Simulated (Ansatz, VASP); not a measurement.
# ZnO in VASP and in Ansatz

```
Zn O
1.0
     3.23047    0.00000    0.00000
    -1.61524    2.79767    0.00000
     0.00000    0.00000    5.00551
Zn O
2 2
Direct
  0.66667 0.33333 0.49465
  0.33333 0.66667 0.99465
  0.66667 0.33333 0.88566
  0.33333 0.66667 0.38566
```

Change from the starting cell: strain along c alone, the other axes held, atoms relaxed: -4.0 %.

Alike in both runs: functional PBEsol; k mesh 12 × 12 × 6; occupations gaussian, width 0.02 eV; no spin polarisation.

Ansatz relaxed the structure, and its values are those at the end. VASP's run is a single point on that final structure, the one shown.

|  | VASP | Ansatz |
| --- | --- | --- |
| version | VASP 6.6.1 | Ansatz 0.2.0 |
| potentials or method | VASP PAW PBE potentials, release 64 (Zn, O), cutoff 520 eV | scalar-relativistic, plane waves, PAW |
| valence electrons in the cell | 36 | 36 |

Ansatz gave:

| Property | Result |
| --- | --- |
| gap on the k mesh at the Fermi level (eV) | 0.81 |
| least direct gap on the mesh (eV) | 0.81 |
| pressure (GPa) | 6.2 |
| rms of the force components (eV/Å) | 0.000 |

Question: What did VASP give for the same quantities?

Answer: gap on the k mesh at the Fermi level (eV): 0.79; least direct gap on the mesh (eV): 0.79; pressure (GPa): 7.4; rms of the force components (eV/Å): 0.003.

VASP's potentials were made for PBE, not for PBEsol. Ansatz's warnings: stress scf threshold loose.
